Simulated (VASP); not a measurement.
A run of VASP 6.6.1 is set up as follows.

Contents of INCAR:

```
PREC = Accurate ; ENCUT = 520
EDIFF = 1E-7 ; ISMEAR = 0
SIGMA = 0.1 ; LREAL = False
LASPH = True ; NELM = 100
ALGO = Normal ; ISIF = 2
LWAVE = False ; LCHARG = False
LDIPOL = True ; IDIPOL = 3
DIPOL = 0.5 0.5 0.318 ; GGA = PE
IVDW = 12 ; NBANDS = 53
```

KPOINTS

```
regular mesh
0
Gamma
  6 6 1
```

Contents of POSCAR:

```
SiW6
1.0
    4.4682526257      0.0000000000      0.0000000000
   -2.2341263128      3.8696202844      0.0000000000
    0.0000000000      0.0000000000     21.6259061357
W Si
6 1
Direct
    0.6666666667      0.3333333333      0.1849633479
    0.3333333333      0.6666666667      0.2271386095
    0.0000000000      0.0000000000      0.2693138710
    0.6666666667      0.3333333333      0.3085097946
    0.3333333333      0.6666666667      0.3483008428
    0.0000000000      0.0000000000      0.3849968683
    0.1111111111      0.4444444444      0.5005989607
```

Potentials or basis: VASP PAW PBE potentials, release 64 (W_sv, Si).

Launch:

```sh
$ cat potpaw_PBE.64/W_sv/POTCAR potpaw_PBE.64/Si/POTCAR > POTCAR
$ mpirun -np 1 vasp_std > vasp.out
```

Problem. Estimate the dispersion energy per atom.

Solution. -0.409 eV.

Problem. Estimate the largest force.

Solution. 2.173 eV/Å.

Problem. What does it give for the band gap on the k mesh?

Solution. Zero (bands 44 and 45 overlap by 0.32 eV).

Forces on the atoms (eV/Å):
```
W    0.066  0.084  2.108
W   -0.014 -0.068 -0.826
W   -0.047  0.075 -1.740
W   -0.103 -0.279 -0.310
W   -0.049 -0.295  1.196
W    0.014  0.612  1.736
Si   0.133 -0.128 -2.165
```

Caveat: spin-orbit coupling is left out, which moves the levels of the heavy elements.
